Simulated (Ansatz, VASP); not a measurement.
## Two plane-wave programs on Sn3Se2

```xyz
5
Lattice="3.9885 0.0000 0.0000 -1.9942 3.4541 0.0000 0.0000 0.0000 9.9706" Properties=species:S:1:pos:R:3 pbc="T T T"
Sn    0.0000    0.0000    0.0000
Sn    1.9942    1.1514    3.7972
Sn    0.0000    2.3028    6.1734
Se    0.0000    2.3028    1.9287
Se    1.9942    1.1514    8.0419
```

Alike in both runs: task single point; functional PBE; k mesh 6 × 6 × 2; occupations gaussian, width 0.1 eV; no spin polarisation.

|  | VASP | Ansatz |
| --- | --- | --- |
| version | VASP 6.6.1 | Ansatz 0.2.0 |
| potentials or method | VASP PAW PBE potentials, release 64 (Sn_d, Se), cutoff 500 eV | scalar-relativistic, plane waves, PAW |
| valence electrons in the cell | 54 | 74 |

```csv
,VASP,Ansatz,Ansatz less VASP
gap on the k mesh at the Fermi level (eV),none,none,-
pressure (GPa),0.1,0.1,0.00
"traceless stress, the component that is largest in VASP (GPa)",0.19,0.18,-0.006
rms of the force components (eV/Å),0.037,0.034,-0.0027
```

Atom by atom the forces differ by 0.003 eV/Å (rms over components). A gap of «none» marks a metal or a gap that the smearing closes. VASP's potentials hold 54 valence electrons a cell and Ansatz's 74, so a difference there can come from the potentials and not from the codes.
